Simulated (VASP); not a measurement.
Input of a VASP 6.6.1 run:

File INCAR:

```
SYSTEM = TmH
  PREC = Accurate
  ENCUT = 500
  EDIFF = 1E-6
  ISMEAR = 0
  SIGMA = 0.1
  LREAL = .FALSE.
  LASPH = .TRUE.
  NELM = 200
  ALGO = Normal
  ISIF = 2
  LWAVE = .FALSE.
  LCHARG = .FALSE.
  GGA = PE
  NBANDS = 12
  GGA_COMPAT = .FALSE.
  LMAXMIX = 6
```

Contents of KPOINTS:

```
Automatic mesh
0
G
  6 6 6
  0 0 0
```

File POSCAR:

```
TmH
1.0
    3.2988667600      0.0000000000      0.0000000000
    0.0000000000      3.2988667600      0.0000000000
    0.0000000000      0.0000000000      3.2988667600
Tm H
1 1
Direct
    0.5000000000      0.5000000000      0.5000000000
    0.0000000000      0.0000000000      0.0000000000
```

Potentials or basis: VASP PAW PBE potentials, release 64 (Tm_3, H), 4f in core.

Command:

```bash
$ cat potpaw_PBE.64/Tm_3/POTCAR potpaw_PBE.64/H/POTCAR > POTCAR
$ mpirun -np 1 vasp_std > vasp.out
```

Q: What does it give for the band gap on the k mesh?

A: Zero (bands 5 and 6 overlap by 1.52 eV).

Q: Predict the pressure.

A: -5.7 GPa.

Caveat: the cell stands under tension; spin-orbit coupling is left out, which moves the levels of the heavy elements; the 4f electrons are frozen in the core, so they carry no moment and show no levels. Spin polarisation is off, so any magnetic state and its effect on volume and gap are missing.
